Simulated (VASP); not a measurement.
# HgTe (F-43m) in VASP: a series of runs, part 2 of 2

VASP 6.6.1. Earlier steps stand in the parts before.

## Step 4: Vibrations by perturbation theory, PBEsol (35.00 Å³/atom)

This run uses another cell than the first one, of 35.00 Å³/atom.

INCAR reads:

```
  PREC = Accurate
  ENCUT = 520
  EDIFF = 1E-8
  ISMEAR = -1
  SIGMA = 0.08
  LREAL = F
  LASPH = T
  NELM = 60
  ALGO = Normal
  ISIF = 2
  LWAVE = F
  LCHARG = F
  GGA = PS
  NBANDS = 16
  IBRION = 8
  NSW = 1
```

KPOINTS reads:

```
Automatic mesh
0
Gamma
  10 10 10
```

POSCAR reads:

```
HgTe
1.0
    0.0000000000      3.2710378192      3.2710378192
    3.2710378192      0.0000000000      3.2710378192
    3.2710378192      3.2710378192      0.0000000000
Hg Te
1 1
Direct
    0.0000000000      0.0000000000      0.0000000000
    0.7500000000      0.7500000000      0.7500000000
```

Potentials or basis: VASP PAW PBE potentials, release 64 (Hg, Te).

Launch:

```
cat potpaw_PBE.64/Hg/POTCAR potpaw_PBE.64/Te/POTCAR > POTCAR
mpirun -np 1 vasp_std > vasp.out
```

OUTCAR:

```text
PREC = Accurate
   ENCUT = 520
   EDIFF = 1E-8
   ISMEAR = -1
   LREAL = F
   LASPH = T
   NELM = 60
   ISIF = 2
   GGA = PS
   IBRION = 8
   NSW = 1

 ion  position               nearest neighbor table
   1  0.000  0.000  0.000-   2 2.83   2 2.83   2 2.83   2 2.83
   2  0.750  0.750  0.750-   1 2.83   1 2.83   1 2.83   1 2.83

  LATTYP: Found a face centered cubic cell.
 ALAT       =     6.5420756384

  Lattice vectors:

 A1 = (   0.0000000000,   3.2710378192,   3.2710378192)
 A2 = (   3.2710378192,   0.0000000000,   3.2710378192)
 A3 = (   3.2710378192,   3.2710378192,   0.0000000000)

Analysis of symmetry for initial positions (statically):
=====================================================================
 Subroutine PRICEL returns:
 Original cell was already a primitive cell.

 Routine SETGRP: Setting up the symmetry group for a
 face centered cubic supercell.

 Subroutine GETGRP returns: Found 24 space group operations
 (whereof 24 operations were pure point group operations)
 out of a pool of 48 trial point group operations.

The static configuration has the point symmetry T_d .

Analysis of symmetry for dynamics (positions and initial velocities):
=====================================================================
 Subroutine PRICEL returns:
 Original cell was already a primitive cell.

 Routine SETGRP: Setting up the symmetry group for a
 face centered cubic supercell.

 Subroutine GETGRP returns: Found 24 space group operations
 (whereof 24 operations were pure point group operations)
 out of a pool of 48 trial point group operations.

The dynamic configuration has the point symmetry T_d .

 Subroutine INISYM returns: Found 24 space group operations
 (whereof 24 operations are pure point group operations),
 and found     1 'primitive' translations

----------------------------------------------------------------------------------------

                                     Primitive cell

  volume of cell :      69.9982

  direct lattice vectors                    reciprocal lattice vectors
     0.000000000  3.271037819  3.271037819    -0.152856686  0.152856686  0.152856686
     3.271037819  0.000000000  3.271037819     0.152856686 -0.152856686  0.152856686
     3.271037819  3.271037819  0.000000000     0.152856686  0.152856686 -0.152856686

  length of vectors
     4.625946047  4.625946047  4.625946047     0.264755546  0.264755546  0.264755546

  position of ions in fractional coordinates (direct lattice)
     0.000000000  0.000000000  0.000000000
     0.750000000  0.750000000  0.750000000

  ion indices of the primitive-cell ions
   primitive index   ion index
                 1           1
                 2           2

[... 126 lines left out ...]
 Fermi energy:         2.7417029931

 k-point     1 :       0.0000    0.0000    0.0000
  band No.  band energies     occupation
      1      -9.1920      2.00000
      2      -4.5615      2.00000
      3      -4.5615      2.00000
      4      -4.5615      2.00000
      5      -4.0685      2.00000
      6      -4.0685      2.00000
[... 433 lines left out ...]
      3      -4.3293      2.00000
      4      -4.3005      2.00000
      5      -4.0252      2.00000
      6      -3.9787      2.00000
[... 8 lines left out ...]
     15      12.7641      0.00000
     16      13.8198      0.00000

 [... further k-points ...]

------------------------ aborting loop because EDIFF is reached ----------------------------------------

  FORCE on cell =-STRESS in cart. coord.  units (eV):
  Direction    XX          YY          ZZ          XY          YZ          ZX
  --------------------------------------------------------------------------------------
  -------------------------------------------------------------------------------------
  Total       -0.2200752     -0.2200752     -0.2200752     -0.0000000      0.0000000      0.0000000
  in kB       -5.0372669     -5.0372669     -5.0372669     -0.0000000      0.0000000      0.0000000
  external PRESSURE =      -5.0372669 kB  Pullay stress =       0.0000000 kB

 VOLUME and BASIS-vectors are now :
 -----------------------------------------------------------------------------
  energy-cutoff  :      520.00
  volume of cell :       70.00
      direct lattice vectors                 reciprocal lattice vectors
     0.000000000  3.271037819  3.271037819    -0.152856686  0.152856686  0.152856686
     3.271037819  0.000000000  3.271037819     0.152856686 -0.152856686  0.152856686
     3.271037819  3.271037819  0.000000000     0.152856686  0.152856686 -0.152856686

 POSITION                                       TOTAL-FORCE (eV/Angst)
 -----------------------------------------------------------------------------------
      0.00000      0.00000      0.00000         0.000000     -0.000000     -0.000000
      4.90656      4.90656      4.90656        -0.000000      0.000000      0.000000
 -----------------------------------------------------------------------------------
    total drift:                                0.000000      0.000000      0.000000

  FREE ENERGIE OF THE ION-ELECTRON SYSTEM (eV)
  ---------------------------------------------------
  free  energy   TOTEN  =        -4.3761473839 eV

  energy  without entropy=       -4.3751165201  energy(sigma->0) =       -4.37563195

[... ionic steps 2 to 3 ...]

--------------------------------------- Ionic step        4  -------------------------------------------

------------------------ aborting loop because EDIFF is reached ----------------------------------------

[... ionic steps 5 to 6 ...]

--------------------------------------- Ionic step        7  -------------------------------------------

 Free energy of the ion-electron system (eV)
  ---------------------------------------------------
  ---------------------------------------------------
  free energy    TOTEN  =        -0.04802838 eV

  energy without entropy =       -0.04802838

------------------------ aborting loop because EDIFF is reached ----------------------------------------

 INTERNAL STRAIN TENSOR  FOR ION    2  DIRECTION 1   (eV/Angst):
 -----------------------------------------------------------------------------
     0.00001  0.00000  0.00000
     0.00000  0.00412  4.11303
     0.00000  4.11303  0.00412

 INTERNAL STRAIN TENSOR FOR ION    2 for displacements in x,y,z  (eV/Angst):
          X           Y           Z          XY          YZ          ZX
  --------------------------------------------------------------------------------
  x     0.00000     0.00000     0.00000     0.00000     4.11303     0.00000
  y    -0.00000     0.00000    -0.00000     0.00000     0.00000     4.11303
  z     0.00000     0.00000     0.00000     4.11303     0.00000     0.00000

 SECOND DERIVATIVES (NOT SYMMETRIZED)
 ------------------------------------
               1X          1Y          1Z          2X          2Y          2Z
  1X    -3.268211    0.000000    0.000000    3.268211    0.000000    0.000000
  1Y     0.000000   -3.268211    0.000000    0.000000    3.268211    0.000000
  1Z     0.000000    0.000000   -3.268211    0.000000    0.000000    3.268211
  2X     3.264622    0.000000    0.000000   -3.264622    0.000000    0.000000
  2Y     0.000000    3.264622    0.000000    0.000000   -3.264622    0.000000
  2Z     0.000000    0.000000    3.264622    0.000000    0.000000   -3.264622

 Eigenvectors and eigenvalues of the dynamical matrix
 ----------------------------------------------------

   1 f  =    3.199210 THz    20.101226 2PiTHz  106.714143 cm-1    13.230862 meV
             X         Y         Z           dx          dy          dz
      0.000000  0.000000  0.000000     0.000000    0.623747    0.000000
      4.906557  4.906557  4.906557     0.000000   -0.781626    0.000000
[... 21 lines left out ...]
   6 f/i=    0.000857 THz     0.005384 2PiTHz    0.028584 cm-1     0.003544 meV
             X         Y         Z           dx          dy          dz
      0.000000  0.000000  0.000000     0.000000    0.000000    0.781626
      4.906557  4.906557  4.906557     0.000000    0.000000    0.623747

--------------------------------------------------------------------------------------------------------

 ELASTIC MODULI CONTR FROM IONIC RELAXATION (kBar)
 Direction    XX          YY          ZZ          XY          YZ          ZX
 --------------------------------------------------------------------------------
 XX          -0.0000     -0.0000     -0.0000     -0.0000     -0.0000      0.0000
 YY          -0.0000     -0.0000     -0.0000     -0.0000     -0.0000      0.0000
 ZZ          -0.0000     -0.0000     -0.0000     -0.0000     -0.0000      0.0000
 XY          -0.0000     -0.0000     -0.0000   -127.2148     -0.0000      0.0000
 YZ          -0.0000     -0.0000     -0.0000     -0.0000   -127.2148     -0.0000
 ZX           0.0000      0.0000      0.0000      0.0000      0.0000   -127.2148
 --------------------------------------------------------------------------------
```

OSZICAR:

```text
N       E                     dE             d eps       ncg     rms          rms(c)
DAV:   1     0.102656511203E+03    0.10266E+03   -0.79061E+03  1504   0.964E+02
DAV:   2    -0.913017868953E+00   -0.10357E+03   -0.96840E+02  1760   0.226E+02
DAV:   3    -0.457100294706E+01   -0.36580E+01   -0.36484E+01  1808   0.436E+01
DAV:   4    -0.460540131849E+01   -0.34398E-01   -0.34396E-01  2280   0.387E+00
[... 39 lines left out ...]
RMM:   8    -0.480281956338E-01   -0.53980E-06   -0.12554E-08  9327   0.281E-04    0.968E-05
RMM:   9    -0.480283026322E-01   -0.10700E-06   -0.13335E-08  8658   0.107E-04    0.271E-05
RMM:  10    -0.480283588166E-01   -0.56184E-07   -0.68100E-09  9571   0.310E-05    0.122E-05
RMM:  11    -0.480283769670E-01   -0.18150E-07   -0.10738E-08  9557   0.932E-06    0.198E-06
RMM:  12    -0.480283768128E-01    0.15417E-09    0.85922E-10  7908   0.294E-06    0.272E-07
 Linear response finished
```

stdout:

```text
POSCAR found type information on POSCAR HgTe
 POSCAR found :  2 types and       2 ions
 scaLAPACK will be used
 -----------------------------------------------------------------------------
|                                                                             |
|                                                                             |
|     You enforced a specific xc type in the INCAR file but a different       |
|     I HOPE YOU KNOW WHAT YOU ARE DOING!                                     |
|                                                                             |
 -----------------------------------------------------------------------------

 LDA part: xc-table for (Slater+PW92), standard interpolation
 POSCAR, INCAR and KPOINTS ok, starting setup
 FFT: planning ... GRIDC
 FFT: planning ... GRID_SOFT
 FFT: planning ... GRID
 WAVECAR not read
 entering main loop
 Linear response reoptimize wavefunctions to high precision
 Linear response DOF=           2
 Linear response progress:
 first order change of Fermi-energy  -0.85982E-04
 force on displaced ion       1 direction 1 :  -3.268   0.000   0.000
 Linear response progress:
 first order change of Fermi-energy   0.30908E-03
 force on displaced ion       2 direction 1 :  -3.265  -0.000  -0.000
 Linear response finished
```

It took 8.3 min on 1 thread of Intel Xeon Platinum 8259CL at 2.50GHz (Skylake/Cascade Lake), shared host; peak memory 0.55 GiB.

Results:

| Item | Value |
| --- | --- |
| Highest phonon frequency at Γ, LO-TO splitting left out | 107 cm⁻¹ |

Phonon frequencies in cm⁻¹ (negative: imaginary):
```tsv
q point	frequencies
(0.000, 0.000, 0.000)	0 0 0 107 107 107
```

Caveat: the PAW data sets were made with another functional, which shifts forces and pressure a little; spin-orbit coupling is left out, which moves the levels of the heavy elements.
